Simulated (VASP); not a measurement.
CdSe: single point with r2SCAN

CdSe:

```
Cd Se
1.0
     0.00000    3.15981    2.92439
     3.15981    0.00000    2.92439
     3.15981    3.15981    0.00000
Cd Se
1 1
Direct
  0.00000 0.00000 0.00000
  0.25000 0.25000 0.25000
```

This cell differs from its parent crystal: epitaxial xy strain +3.0%.

```json
{
 "Program": "VASP 6.6.1",
 "Task": "single point",
 "Functional": "r2SCAN",
 "Potentials or basis": "VASP PAW PBE potentials, release 64 (Cd, Se)",
 "Cutoff": "520 eV",
 "k mesh": "8 × 8 × 8",
 "Occupations": "gaussian, width 0.01 eV",
 "Spin": "no spin polarisation"
}
```

- Pressure: -0.5 GPa
- Band gap on the k mesh: 0.85 eV, direct

Stress tensor (GPa, compression positive):
```
-0.91  0.00  0.00
 0.00 -0.91  0.00
 0.00  0.00  0.24
```

Levels at points of the mesh, in eV from the valence-band top:
```csv
k point,band 5,band 6,band 7,band 8,band 9,band 10,band 11,band 12,band 13,band 14
"(0.00, 0.00, 0.00)",-7.83,-7.82,-0.21,-0.21,0.00,0.85,6.35,6.38,6.38,10.02
"(0.50, 0.00, 0.00)",-7.79,-7.55,-4.32,-0.99,-0.68,2.63,6.52,7.11,7.62,10.27
"(0.50, 0.50, 0.00)",-7.76,-7.41,-3.75,-2.08,-2.08,3.25,3.54,9.84,10.51,10.51
"(0.50, 0.00, 0.50)",-7.78,-7.52,-4.17,-1.82,-1.70,3.48,4.22,9.10,10.11,10.94
```

Wall time 2.2 min on 1 thread of Intel(R) Xeon(R) Platinum 8259CL CPU @ 2.50GHz (Skylake/Cascade Lake) (shared host), peak memory 0.23 GiB.

Caveat: the cell differs from its parent crystal (epitaxial xy strain +3.0%); the PAW data sets were made with another functional, which shifts forces and pressure a little.
